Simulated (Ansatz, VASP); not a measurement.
Two plane-wave programs on GeSbTe3

Contents of INCAR:

```
PREC     = Accurate       # precision mode
ENCUT    = 520            # plane-wave cutoff, eV
EDIFF    = 1E-6           # SCF threshold, eV
ISMEAR   = 0              # smearing method
SIGMA    = 0.1            # smearing width, eV
LREAL    = False          # projectors in reciprocal space
LASPH    = True           # aspherical terms in the spheres
NELM     = 100            # most SCF steps
ALGO     = Normal         # electronic algorithm
ISIF     = 2              # what is computed and relaxed
LWAVE    = False          # write WAVECAR
LCHARG   = True           # write CHGCAR
GGA      = PE             # functional
LELF     = True           # ELF
LVHAR    = True         
NBANDS   = 26             # bands
```

The input KPOINTS:

```
Automatic mesh
0
Gamma
  6 6 6
```

Contents of POSCAR:

```
GeSbTe3
1.0
    2.1034800504      1.2144447733      9.8714625907
   -2.1034800504      1.2144447733      9.8714625907
    0.0000000000     -2.4288895466      9.8714625907
Ge Sb Te
1 1 3
Direct
    0.5978230000      0.5978230000      0.5978230000
    0.3977000000      0.3977000000      0.3977000000
    0.9983600000      0.9983600000      0.9983600000
    0.7925750000      0.7925750000      0.7925750000
    0.2135430000      0.2135430000      0.2135430000
```

Input for Ansatz:

```yaml
crystal:
  lattice:
    - [2.1034800504, 1.2144447733, 9.8714625907]
    - [-2.1034800504, 1.2144447733, 9.8714625907]
    - [0.0, -2.4288895466, 9.8714625907]
  atoms:
    - { symbol: Ge, position: [0.597823, 0.597823, 0.597823] }
    - { symbol: Sb, position: [0.3977, 0.3977, 0.3977] }
    - { symbol: Te, position: [0.99836, 0.99836, 0.99836] }
    - { symbol: Te, position: [0.792575, 0.792575, 0.792575] }
    - { symbol: Te, position: [0.213543, 0.213543, 0.213543] }
basis:
  ecutwfc: 420
kpoints:
  mp_grid: { grid: [6, 6, 6] }
hamiltonian:
  xc: pbe
scf:
  occupations: { method: gaussian, width: 0.1 }
output:
  forces: true
  stress: true
  eigenvalues: true
```

Alike in both runs: task single point; functional PBE; k mesh 6 × 6 × 6; occupations gaussian, width 0.1 eV; no spin polarisation.

```csv
,VASP,Ansatz
version,VASP 6.6.1,Ansatz 0.2.0
potentials or method,"VASP PAW PBE potentials, release 64 (Ge_d, Sb, Te), cutoff 520 eV","scalar-relativistic, plane waves, PAW"
valence electrons in the cell,37,77
```

Ansatz gave:

```
gap on the k mesh at the Fermi level (eV)                     : none
pressure (GPa)                                                : 0.1
traceless stress, the component that is largest in VASP (GPa) : 0.05
rms of the force components (eV/Å)                            : 0.039
```

Problem. Estimate VASP's values.

Solution. gap on the k mesh at the Fermi level (eV): none; pressure (GPa): 0.0; traceless stress, the component that is largest in VASP (GPa): 0.06; rms of the force components (eV/Å): 0.035.

Atom by atom the forces differ by 0.007 eV/Å (rms over components). A gap of «none» marks a metal or a gap that the smearing closes. The functional is the same, so the differences come from potentials, cutoffs and numerics. VASP's potentials hold 37 valence electrons a cell and Ansatz's 77, so a difference there can come from the potentials and not from the codes.

Spin-orbit coupling is off throughout.
